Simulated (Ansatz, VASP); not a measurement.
**One calculation of MgS, two programs**

The input INCAR:

```
ALGO     = Normal         # electronic algorithm
EDIFF    = 1E-7           # SCF threshold, eV
EDIFFG   = -0.02          # ionic threshold
ENCUT    = 600            # plane-wave cutoff, eV
GGA      = PS             # functional
IBRION   = 2              # ionic algorithm
ISIF     = 3              # what is computed and relaxed
ISMEAR   = -1             # smearing method
LASPH    = True           # aspherical terms in the spheres
LCHARG   = False          # write CHGCAR
LREAL    = False          # projectors in reciprocal space
LWAVE    = False          # write WAVECAR
NELM     = 60             # most SCF steps
NSW      = 80             # ionic steps
PREC     = Accurate       # precision mode
SIGMA    = 0.05           # smearing width, eV
```

KPOINTS

```
k-points
0
Gamma
  8 8 8
```

Contents of POSCAR:

```
MgS
1.0
    0.0000000000      2.8331200468      2.8331200468
    2.8331200468      0.0000000000      2.8331200468
    2.8331200468      2.8331200468      0.0000000000
S Mg
1 1
Direct
    0.2500000000      0.2500000000      0.2500000000
    0.0000000000      0.0000000000      0.0000000000
```

input.yaml

```yaml
crystal:
  lattice:
    - [0.0, 2.8331200468, 2.8331200468]
    - [2.8331200468, 0.0, 2.8331200468]
    - [2.8331200468, 2.8331200468, 0.0]
  atoms:
    - { symbol: S, position: [0.25, 0.25, 0.25] }
    - { symbol: Mg, position: [0.0, 0.0, 0.0] }
kpoints:
  mp_grid: { grid: [8, 8, 8] }
scf:
  occupations: { method: fermi_dirac, width: 0.05 }
hamiltonian:
  xc: pbesol
  pseudopotentials: { kind: all_electron, lapw: { basis_error: 0.001 } }
output:
  forces: true
  stress: true
relax:
  f_tol: 0.02
  max_steps: 60
  cell: {}
```

Alike in both runs: task relaxation of cell and atoms; functional PBEsol; k mesh 8 × 8 × 8; occupations fermi-dirac, width 0.05 eV; no spin polarisation.

|  | VASP | Ansatz |
| --- | --- | --- |
| version | VASP 6.6.1 | Ansatz 0.2.0 |
| potentials or method | VASP PAW PBE potentials, release 64 (S, Mg), cutoff 600 eV | all-electron LAPW, scalar-relativistic |

```tsv
	VASP	Ansatz	Ansatz less VASP
relaxed volume (Å³/atom)	22.51	22.56	+0.051
relaxed cell length with the largest relative difference (Å)	3.993	3.996	+0.0030
```

VASP's potentials were made for PBE, not for PBEsol. Ansatz ran all-electron here, and VASP with PAW potentials.
